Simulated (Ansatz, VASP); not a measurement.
**SnSe2: VASP beside Ansatz**

File INCAR:

```
ALGO = Normal ; EDIFF = 1E-6
ENCUT = 520 ; GGA = PE
ISIF = 2 ; ISMEAR = 0
LASPH = T ; LCHARG = T
LELF = T ; LREAL = F
LVHAR = T ; LWAVE = F
NBANDS = 20 ; NELM = 60
PREC = Accurate ; SIGMA = 0.01
```

File KPOINTS:

```
k-points
0
Gamma
  6 6 6
```

File POSCAR:

```
SnSe2
1.0
    1.9122916090      1.1040620752      6.3350940106
   -1.9122916090      1.1040620752      6.3350940106
    0.0000000000     -2.2081241505      6.3350940106
Sn Se
1 2
Direct
    0.0000000000      0.0000000000      0.0000000000
    0.2505568934      0.2505568934      0.2505568934
    0.7494431066      0.7494431066      0.7494431066
```

Input for Ansatz:

```yaml
crystal:
  lattice:
    - [1.912291609, 1.1040620752, 6.3350940106]
    - [-1.912291609, 1.1040620752, 6.3350940106]
    - [0.0, -2.2081241505, 6.3350940106]
  atoms:
    - { symbol: Sn, position: [0.0, 0.0, 0.0] }
    - { symbol: Se, position: [0.2505568934, 0.2505568934, 0.2505568934] }
    - { symbol: Se, position: [0.7494431066, 0.7494431066, 0.7494431066] }
kpoints:
  mp_grid: { grid: [6, 6, 6] }
hamiltonian:
  xc: pbe
scf:
  occupations: { method: fixed }
output:
  optics:
    e_range: [0, 12]
    de: 0.05
    sigma: 0.1
    bands: { spectra_wanted_up_to: 12 }
```

Alike in both runs: task single point; functional PBE; k mesh 6 × 6 × 6; no spin polarisation.

|  | VASP | Ansatz |
| --- | --- | --- |
| version | VASP 6.6.1 | Ansatz 0.2.0 |
| potentials or method | VASP PAW PBE potentials, release 64 (Sn_d, Se) | plane waves, PAW |
| plane-wave cutoff (eV) | 520 | 420 |
| occupations | gaussian, width 0.01 eV | fixed |
| valence electrons in the cell | 26 | 46 |

```csv
,VASP,Ansatz,Ansatz less VASP
gap on the k mesh at the Fermi level (eV),0.30,0.31,+0.005
```

VASP's potentials hold 26 valence electrons a cell and Ansatz's 46, so a difference there can come from the potentials and not from the codes.
